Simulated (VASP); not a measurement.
As:

```
CELL_PARAMETERS angstrom
1.87975 1.08527 3.48577
-1.87975 1.08527 3.48577
0.00000 -2.17055 3.48577
ATOMIC_POSITIONS crystal
As 0.22754 0.22754 0.22754
As 0.77246 0.77246 0.77246
```

- Program: VASP 6.6.1
- Task: relaxation of cell and atoms
- Functional: LDA
- Potentials or basis: VASP PAW LDA potentials, release 64 (As)
- Cutoff: 600 eV
- k mesh: 15 × 15 × 15
- Occupations: gaussian, width 0.1 eV
- Spin: no spin polarisation

At the start: pressure -1.1 GPa; volume 21.33 Å³/atom.

Where does the relaxation end?

Over 13 steps the energy falls by 8.5 meV/atom and the volume is 20.43 Å³/atom (-4.3 %); space group R-3m (No. 166, to 0.05 Å).

The path:
| step | energy change (eV) | largest force (eV/Å) | pressure (GPa) | volume (Å³) |
| --- | --- | --- | --- | --- |
| 1 | 0.0000 | 0.1344 | -1.08 | 42.67 |
| 2 | -0.0063 | 0.1869 | 0.14 | 41.78 |
| 3 | -0.0072 | 0.2159 | 0.88 | 41.30 |
| 4 | -0.0111 | 0.1382 | 0.70 | 41.15 |
| 5 | -0.0159 | 0.0564 | 0.30 | 40.71 |
| 6 | -0.0167 | 0.0386 | 0.03 | 40.85 |
| 7 | -0.0169 | 0.0231 | -0.21 | 40.97 |
| 8 | -0.0170 | 0.0113 | 0.00 | 40.88 |
| 9 | -0.0170 | 0.0091 | 0.01 | 40.89 |
| 10 | -0.0170 | 0.0077 | -0.01 | 40.89 |
| 11 | -0.0170 | 0.0084 | -0.01 | 40.89 |
| 12 | -0.0170 | 0.0067 | -0.04 | 40.88 |
| 13 | -0.0170 | 0.0013 | 0.00 | 40.85 |

Final structure:
```yaml
crystal:
  lattice:
    - [1.88335, 1.08735, 3.32478]
    - [-1.88335, 1.08735, 3.32478]
    - [0.00000, -2.17471, 3.32478]
  atoms:
    - { symbol: As, position: [0.23093, 0.23093, 0.23093] }
    - { symbol: As, position: [0.76907, 0.76907, 0.76907] }
```
